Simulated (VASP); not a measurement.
# P (Cmce) in VASP: a series of runs

Runs on P. Level: r2SCAN. Tasks: relaxation of cell and atoms, single point.

Everything below comes from runs of VASP 6.6.1. Logs are shortened: lines on timing, memory, paths and dates and some standing lists are left out, and cuts for length are marked.

## (1) The cell of the first run

Symmetry: Cmce, No. 64, orthorhombic system. Conventional cell: a = 3.310 Å, b = 10.500 Å, c = 4.380 Å, α = 90.00°, β = 90.00°, γ = 90.00°. P (site symmetry m) has 3 P at 2.17 to 2.20 Å within 2.9 Å.

## (2) Relaxation of cell and atoms, r2SCAN

Contents of POSCAR:

```
P
1.0
    1.6550000000     -5.2500000000      0.0000000000
    1.6550000000      5.2500000000      0.0000000000
    0.0000000000      0.0000000000      4.3800000000
P
4
Direct
    0.0980000000      0.9020000000      0.9100000000
    0.5980000000      0.4020000000      0.5900000000
    0.9020000000      0.0980000000      0.0900000000
    0.4020000000      0.5980000000      0.4100000000
```

Contents of INCAR.step1:

```
ALGO = Normal
EDIFF = 1E-4
ENCUT = 600
GGA = PE
ISMEAR = 0
LASPH = T
LCHARG = F
LREAL = F
LWAVE = T
NELM = 100
PREC = Accurate
SIGMA = 0.1
```

Contents of INCAR.step2:

```
ALGO = Normal
EDIFF = 1E-7
EDIFFG = -0.05
ENCUT = 600
IBRION = 2
ISIF = 3
ISMEAR = 0
ISTART = 1
LASPH = T
LCHARG = F
LMIXTAU = T
LREAL = F
LWAVE = F
METAGGA = R2SCAN
NELM = 100
NSW = 100
PREC = Accurate
SIGMA = 0.1
```

Contents of KPOINTS:

```
k-points
0
Gamma
  6 6 4
```

Potentials or basis: VASP PAW PBE potentials, release 64 (P).

Started as:

```bash
$ cat potpaw_PBE.64/P/POTCAR > POTCAR
$ cp INCAR.step1 INCAR
$ mpirun -np 1 vasp_std > vasp.out
$ cp INCAR.step2 INCAR
$ mpirun -np 1 vasp_std > vasp.out
```

OUTCAR:

```text
EDIFF = 1E-7
   EDIFFG = -0.05
   ENCUT = 600
   IBRION = 2
   ISIF = 3
   ISMEAR = 0
   ISTART = 1
   LASPH = T
   LREAL = F
   METAGGA = R2SCAN
   NELM = 100
   NSW = 100
   PREC = Accurate

 ion  position               nearest neighbor table
   1  0.098  0.902  0.910-   2 2.17   2 2.17   3 2.20
   2  0.598  0.402  0.590-   1 2.17   1 2.17   4 2.20
   3  0.902  0.098  0.090-   4 2.17   4 2.17   1 2.20
   4  0.402  0.598  0.410-   3 2.17   3 2.17   2 2.20

  LATTYP: Found a base centered orthorhombic cell.
 ALAT       =     3.3100000000
 B/A-ratio  =     3.1722054381
 C/A-ratio  =     1.3232628399

  Lattice vectors:

 A1 = (   1.6550000000,  -5.2500000000,   0.0000000000)
 A2 = (   1.6550000000,   5.2500000000,   0.0000000000)
 A3 = (   0.0000000000,   0.0000000000,   4.3800000000)

Analysis of symmetry for initial positions (statically):
=====================================================================
 Subroutine PRICEL returns:
 Original cell was already a primitive cell.

 Routine SETGRP: Setting up the symmetry group for a
 base centered orthorhombic supercell.

 Subroutine GETGRP returns: Found  8 space group operations
 (whereof  4 operations were pure point group operations)
 out of a pool of  8 trial point group operations.

The static configuration has the point symmetry C_2h.
 The point group associated with its full space group is D_2h.

Analysis of symmetry for dynamics (positions and initial velocities):
=====================================================================
 Subroutine PRICEL returns:
 Original cell was already a primitive cell.

 Routine SETGRP: Setting up the symmetry group for a
 base centered orthorhombic supercell.

 Subroutine GETGRP returns: Found  8 space group operations
 (whereof  4 operations were pure point group operations)
 out of a pool of  8 trial point group operations.

The dynamic configuration has the point symmetry C_2h.
 The point group associated with its full space group is D_2h.

 Subroutine INISYM returns: Found  8 space group operations
 (whereof  4 operations are pure point group operations),
 and found     1 'primitive' translations

----------------------------------------------------------------------------------------

                                     Primitive cell

  volume of cell :      76.1135

  direct lattice vectors                    reciprocal lattice vectors
     1.655000000 -5.250000000  0.000000000     0.302114804 -0.095238095  0.000000000
     1.655000000  5.250000000  0.000000000     0.302114804  0.095238095  0.000000000
     0.000000000  0.000000000  4.380000000     0.000000000  0.000000000  0.228310502

  length of vectors
     5.504682098  5.504682098  4.380000000     0.316770657  0.316770657  0.228310502

  position of ions in fractional coordinates (direct lattice)
     0.098000000  0.902000000  0.910000000
     0.598000000  0.402000000  0.590000000
     0.902000000  0.098000000  0.090000000
     0.402000000  0.598000000  0.410000000

  ion indices of the primitive-cell ions
   primitive index   ion index
                 1           1
                 2           2
                 3           3
                 4           4

----------------------------------------------------------------------------------------

 KPOINTS: k-points

Automatic generation of k-mesh.
 Grid dimensions read from file:
 generate k-points for:    6    6    4

 Generating k-lattice:

  Cartesian coordinates                     Fractional coordinates (reciprocal lattice)
     0.050352467 -0.015873016  0.000000000     0.166666667  0.000000000  0.000000000
     0.050352467  0.015873016  0.000000000     0.000000000  0.166666667  0.000000000
     0.000000000  0.000000000  0.057077626     0.000000000  0.000000000  0.250000000

  Length of vectors
     0.052795110  0.052795110  0.057077626

  Shift w.r.t. Gamma in fractional coordinates (k-lattice)
     0.000000000  0.000000000  0.000000000

 Subroutine IBZKPT returns following result:
 ===========================================

 Found     39 irreducible k-points:

 Following reciprocal coordinates:
            Coordinates               Weight
  0.000000  0.000000  0.000000      1.000000
  0.166667  0.000000  0.000000      4.000000
  0.333333 -0.000000  0.000000      4.000000
  0.500000  0.000000  0.000000      2.000000
  0.166667  0.166667  0.000000      2.000000
  0.333333  0.166667  0.000000      4.000000
[... 16 lines left out ...]
  0.333333  0.333333  0.250000      4.000000
  0.500000  0.333333  0.250000      8.000000
 [... further k-points ...]
   k-points           NKPTS =     39   k-points in BZ     NKDIM =     39   number of bands    NBANDS=     14
   number of dos      NEDOS =    301   number of ions     NIONS =      4
   total plane-waves  NPLWV =  82944
   dimension x,y,z NGX =    48 NGY =   48 NGZ =   36
   dimension x,y,z NGXF=    96 NGYF=   96 NGZF=   72
   ions per type =               4
   NGX,Y,Z   is equivalent  to a cutoff of  14.50, 14.50, 13.66 a.u.
   NGXF,Y,Z  is equivalent  to a cutoff of  28.99, 28.99, 27.33 a.u.
 SYSTEM =  unknown system
   PREC   = accura    normal or accurate (medium, high low for compatibility)
   ISTART =      1    job   : 0-new  1-cont  2-samecut
   ICHARG =      0    charge: 1-file 2-atom 10-const
   ISPIN  =      1    spin polarized calculation?
   LNONCOLLINEAR =      F non collinear calculations
   LSORBIT =      F    spin-orbit coupling
   LASPH  =      T    aspherical Exc in radial PAW
   ENCUT  =  600.0 eV  44.10 Ry    6.64 a.u.  10.99 10.99  8.75*2*pi/ulx,y,z
   NELM   =    100;   NELMIN=  2; NELMDL=  0     # of ELM steps
   EDIFF  = 0.1E-06   stopping-criterion for ELM
   LREAL  =      F    real-space projection
   EDIFFG = -.5E-01   stopping-criterion for IOM
   NSW    =    100    number of steps for IOM
   IBRION =      2    ionic relax: 0-MD 1-quasi-New 2-CG
   NFREE  =      1    steps in history (QN), initial steepest desc. (CG)
   ISIF   =      3    stress and relaxation
   ISYM   =      2    0-nonsym 1-usesym 2-fastsym
   POTIM  = 0.5000    time-step for ionic-motion
   TEBEG  =    0.0;   TEEND  =   0.0 temperature during run
   PSTRESS=    0.0 pullay stress
   NELECT =      20.0000    total number of electrons
   NUPDOWN=      -1.0000    fix difference up-down
   EMIN   =  10.00;   EMAX   =-10.00  energy-range for DOS
   EFERMI =   0.00;   METHOD = LEGACY
   ISMEAR =     0;   SIGMA  =   0.10  broadening in eV -4-tet -1-fermi 0-gaus
   EFERMI_NEDOS =   21; number of points for ismear=-14 and -15
   IALGO  =     38    algorithm
   IMIX   =      4    mixing-type and parameters
     AMIX     =   0.40;   BMIX     =  1.00
     AMIX_MAG =   1.60;   BMIX_MAG =  1.00
  volume/ion in A,a.u.               =      19.03       128.41
  Fermi-wavevector in a.u.,A,eV,Ry     =   1.048571  1.981511 14.959611  1.099500
  Thomas-Fermi vector in A             =   2.183498
   LORBIT       =      0    0 simple, 1 ext, 2 COOP (PROOUT), +10 PAW based schemes
   METAGGA = R2SCAN    functional components
   LHFCALC =     F    Hartree Fock is set to
   AEXX    =    0.0000 exact exchange contribution
   IVDW    =     0    specifies the selected vdW correction
   LEPSILON=     F    determine dielectric tensor
   LRPA    =     F    only Hartree local field effects (RPA)
 conjugate gradient relaxation of ions
 non-spin polarized calculation
 Gauss-broadening in eV      SIGMA  =   0.10
  energy-cutoff  :      600.00
  volume of cell :       76.11
 maximum number of plane-waves:      2570
 NGX is ok and might be reduce to    48
   NGX = 21   NGY = 21   NGZ = 17

--------------------------------------- Ionic step        1  -------------------------------------------

 number of electron      19.9999998 magnetization

 Free energy of the ion-electron system (eV)
  ---------------------------------------------------
  ext. energy  EPLUGINS =         0.00000000
  ---------------------------------------------------
  free energy    TOTEN  =       -35.82683185 eV

  energy without entropy =      -35.82656553  energy(sigma->0) =      -35.82669869

------------------------ aborting loop because EDIFF is reached ----------------------------------------

  FORCE on cell =-STRESS in cart. coord.  units (eV):
  Direction    XX          YY          ZZ          XY          YZ          ZX
  --------------------------------------------------------------------------------------
  -------------------------------------------------------------------------------------
  Total        1.3905530      2.0622570      2.7195087      0.0000000      0.0000000      0.0000000
  in kB       29.2709434     43.4102168     57.2452721      0.0000000      0.0000000      0.0000000
  external PRESSURE =      43.3088108 kB  Pullay stress =       0.0000000 kB
[... 95 lines left out ...]
  FREE ENERGIE OF THE ION-ELECTRON SYSTEM (eV)
  ---------------------------------------------------
  free  energy   TOTEN  =       -35.8929564596 eV

  energy  without entropy=      -35.8925444541  energy(sigma->0) =      -35.89275046

 E-fermi :   6.2434     XC(G=0): -10.0094

 val. band max:        6.1453228815   @ k =   0.5000   0.5000   0.0000
 cond. band min:       6.3420198004   @ k =   0.5000   0.5000   0.0000
 fundamental gap:      0.1966969190
 Fermi energy:         6.2434216699

 k-point     1 :       0.0000    0.0000    0.0000
  band No.  band energies     occupation
      1     -10.6098      2.00000
      2      -7.6024      2.00000
      3      -4.2040      2.00000
      4      -1.1170      2.00000
      5       0.9318      2.00000
      6       1.0755      2.00000
      7       1.7170      2.00000
      8       3.1271      2.00000
      9       3.3084      2.00000
     10       4.7101      2.00000
     11       6.8279      0.00000
     12       7.3442      0.00000
     13       8.2204      0.00000
     14       9.0955      0.00000
[... 375 lines left out ...]
 k-point    24 :       0.5000    0.3333    0.2500
  band No.  band energies     occupation
      1      -9.7899      2.00000
      2      -7.9634      2.00000
      3      -4.3729      2.00000
      4      -1.9567      2.00000
      5      -0.0792      2.00000
      6       1.1732      2.00000
      7       1.9533      2.00000
      8       2.4005      2.00000
      9       4.6156      2.00000
     10       4.7421      2.00000
     11       7.5369      0.00000
     12       8.2419      0.00000
     13       9.1405      0.00000
     14       9.9427      0.00000

 [... further k-points ...]

[... ionic steps 4 to 9 ...]

--------------------------------------- Ionic step       10  -------------------------------------------

 number of electron      20.0000001 magnetization

------------------------ aborting loop because EDIFF is reached ----------------------------------------

  FORCE on cell =-STRESS in cart. coord.  units (eV):
  Direction    XX          YY          ZZ          XY          YZ          ZX
  --------------------------------------------------------------------------------------
  -------------------------------------------------------------------------------------
  Total       -0.3126876      0.0240824     -0.1410959      0.0000000      0.0000000      0.0000000
  in kB       -6.0721775      0.4676627     -2.7399849      0.0000000      0.0000000      0.0000000
  external PRESSURE =      -2.7814999 kB  Pullay stress =       0.0000000 kB
[... 61 lines left out ...]
  energy  without entropy=      -35.9075772092  energy(sigma->0) =      -35.90761089

--------------------------------------- Ionic step       12  -------------------------------------------

 number of electron      20.0000001 magnetization

 Free energy of the ion-electron system (eV)
  ---------------------------------------------------
  ext. energy  EPLUGINS =         0.00000000
  ---------------------------------------------------
  free energy    TOTEN  =       -35.90795146 eV

  energy without entropy =      -35.90787007  energy(sigma->0) =      -35.90791076

 E-fermi :   5.8986     XC(G=0):  -9.8392

 val. band max:        5.7481249200   @ k =   0.5000   0.5000   0.0000
 cond. band min:       6.0490968060   @ k =   0.5000   0.5000   0.0000
 fundamental gap:      0.3009718860
 Fermi energy:         5.8986102226

 k-point     1 :       0.0000    0.0000    0.0000
  band No.  band energies     occupation
      1     -10.8518      2.00000
      2      -7.9640      2.00000
      3      -4.5330      2.00000
      4      -1.3311      2.00000
      5       0.6598      2.00000
      6       0.6705      2.00000
      7       1.3869      2.00000
      8       2.8685      2.00000
      9       2.9585      2.00000
     10       4.4800      2.00000
     11       6.4736      0.00000
     12       6.9772      0.00000
     13       7.8677      0.00000
     14       8.7210      0.00000
[... 375 lines left out ...]
 k-point    24 :       0.5000    0.3333    0.2500
  band No.  band energies     occupation
      1     -10.0710      2.00000
      2      -8.2788      2.00000
      3      -4.6331      2.00000
      4      -2.2254      2.00000
      5      -0.3489      2.00000
      6       0.8023      2.00000
      7       1.6331      2.00000
      8       2.0466      2.00000
      9       4.2621      2.00000
     10       4.3559      2.00000
     11       7.2487      0.00000
     12       7.9284      0.00000
     13       8.8135      0.00000
     14       9.5921      0.00000

 [... further k-points ...]

------------------------ aborting loop because EDIFF is reached ----------------------------------------

  FORCE on cell =-STRESS in cart. coord.  units (eV):
  Direction    XX          YY          ZZ          XY          YZ          ZX
  --------------------------------------------------------------------------------------
  -------------------------------------------------------------------------------------
  Total       -0.0834940      0.0282153     -0.0219628      0.0000000      0.0000000      0.0000000
  in kB       -1.6275960      0.5500173     -0.4281338      0.0000000      0.0000000      0.0000000
  external PRESSURE =      -0.5019042 kB  Pullay stress =       0.0000000 kB
[... 19 lines left out ...]
  FREE ENERGIE OF THE ION-ELECTRON SYSTEM (eV)
  ---------------------------------------------------
  free  energy   TOTEN  =       -35.9079514631 eV

  energy  without entropy=      -35.9078700660  energy(sigma->0) =      -35.90791076

 reached required accuracy - stopping structural energy minimisation
```

It took 17 min on 1 thread of Intel Xeon 6975P-C (Granite Rapids), shared host; peak memory 0.31 GiB.

What came out:

| Item | Value |
| --- | --- |
| Free energy | -35.9080 eV |
| Relaxed volume | 20.55 Å³/atom |
| Relaxed cell | a = 5.713 Å, b = 5.713 Å, c = 4.550 Å, α = 90.00°, β = 90.00°, γ = 146.40° |
| Space group after relaxing (to 0.1 Å) | Cmce (No. 64) |
| Energy gained by relaxing | 20.3 meV/atom |
| Ionic steps | 12 |
| Pressure after relaxing | -0.1 GPa |
| Largest force after relaxing | 0.023 eV/Å |
| Band gap on the k mesh | 0.30 eV |

Forces in eV/Å, atoms in the order of the input:
```
P    0.000  0.012  0.020
P    0.000  0.012 -0.020
P    0.000 -0.012 -0.020
P    0.000 -0.012  0.020
```

Stress tensor (GPa, compression positive):
```
-0.16  0.00  0.00
 0.00  0.06  0.00
 0.00  0.00 -0.04
```

The path:
```csv
step,energy change (eV),largest force (eV/Å),pressure (GPa),volume (Å³)
1,0.0000,0.6379,4.33,76.11
2,-0.0253,0.5139,-3.21,81.92
3,-0.0661,0.0423,-0.19,79.29
4,-0.0718,0.0996,0.04,79.32
5,-0.0721,0.1143,0.11,79.32
6,-0.0742,0.0690,0.33,79.47
7,-0.0756,0.0627,0.67,79.71
8,-0.0768,0.0555,0.57,79.99
9,-0.0794,0.0345,0.27,80.82
10,-0.0807,0.0101,-0.28,82.50
11,-0.0808,0.0061,-0.16,82.13
12,-0.0811,0.0234,-0.05,82.19
```

Final structure:
```cif
data_structure
_symmetry_space_group_name_H-M 'P 1'
_symmetry_Int_Tables_number 1
_cell_length_a 5.7132
_cell_length_b 5.7132
_cell_length_c 4.5496
_cell_angle_alpha 90.000
_cell_angle_beta 90.000
_cell_angle_gamma 146.396
_cell_volume 82.19
loop_
_atom_site_label
_atom_site_type_symbol
_atom_site_fract_x
_atom_site_fract_y
_atom_site_fract_z
_atom_site_occupancy
P1 P 0.09559 0.90441 0.91073 1
P2 P 0.59559 0.40441 0.58927 1
P3 P 0.90441 0.09559 0.08927 1
P4 P 0.40441 0.59559 0.41073 1
```

Caveat: the PAW data sets were made with another functional, which shifts forces and pressure a little; the relaxation stopped at a loose force limit of 0.05 eV/Å, so its end isn't a converged minimum. A k mesh can miss the band edges.

## (3) Single point, r2SCAN

This run uses another cell than the first one, of 20.70 Å³/atom.

Contents of POSCAR:

```
P
1.0
    1.6498005241     -5.5099545403      0.0000000000
    1.6498005241      5.5099545403      0.0000000000
    0.0000000000      0.0000000000      4.5552968797
P
4
Direct
    0.0954282148      0.9045717852      0.9115553303
    0.5954282148      0.4045717852      0.5884446697
    0.9045717852      0.0954282148      0.0884446697
    0.4045717852      0.5954282148      0.4115553303
```

Contents of INCAR.step1:

```
  PREC = Accurate
  ENCUT = 520
  ISMEAR = 0
  SIGMA = 0.01
  LREAL = F
  LASPH = T
  NELM = 60
  NBANDS = 18
  GGA = PE
  ALGO = Normal
  EDIFF = 1E-4
  LWAVE = T
  LCHARG = F
```

Contents of INCAR.step2:

```
  PREC = Accurate
  ENCUT = 520
  EDIFF = 1E-6
  ISMEAR = 0
  SIGMA = 0.01
  LREAL = F
  LASPH = T
  NELM = 60
  ALGO = Normal
  ISIF = 2
  LWAVE = F
  LCHARG = F
  METAGGA = R2SCAN
  LMIXTAU = T
  NBANDS = 18
  ISTART = 1
```

Contents of KPOINTS:

```
regular mesh
0
Gamma
  12 12 8
```

Potentials or basis: VASP PAW PBE potentials, release 64 (P).

Started as:

```bash
$ cat potpaw_PBE.64/P/POTCAR > POTCAR
$ cp INCAR.step1 INCAR
$ mpirun -np 1 vasp_std > vasp.out
$ cp INCAR.step2 INCAR
$ mpirun -np 1 vasp_std > vasp.out
```

Run time: 11 min. Hardware: 1 thread of Intel Xeon 6975P-C (Granite Rapids), shared host; peak memory 0.42 GiB.

Results (log left out):

| Property | Result |
| --- | --- |
| Free energy | -35.9230 eV |
| Pressure | -0.6 GPa |
| Largest force | 0.100 eV/Å |
| Band gap on the k mesh | 0.27 eV |

Forces on the atoms (eV/Å):
```
P    0.000  0.060 -0.080
P    0.000  0.060  0.080
P    0.000 -0.060  0.080
P    0.000 -0.060 -0.080
```

Stress tensor (GPa, compression positive):
```
-0.67  0.00  0.00
 0.00 -0.52  0.00
 0.00  0.00 -0.69
```

Levels at points of the mesh, in eV from the valence-band top:
```
           k point  band 8  band 9  band 10  band 11  band 12  band 13
(0.00, 0.00, 0.00)   -2.86   -2.68    -1.22     0.74     1.33     2.21
(0.50, 0.00, 0.00)   -3.52   -2.69    -2.69     0.90     0.90     1.70
(0.50, 0.50, 0.00)   -2.53   -1.67     0.00     0.27     1.10     2.43
(0.00, 0.00, 0.50)   -3.42   -1.72    -1.72     1.75     1.75     3.13
(0.50, 0.00, 0.50)   -5.45   -1.88    -1.88     1.91     1.91     3.68
(0.50, 0.50, 0.50)   -2.93   -2.01    -2.01     1.69     1.69     2.85
```

Caveat: the PAW data sets were made with another functional, which shifts forces and pressure a little. A k mesh can miss the band edges.
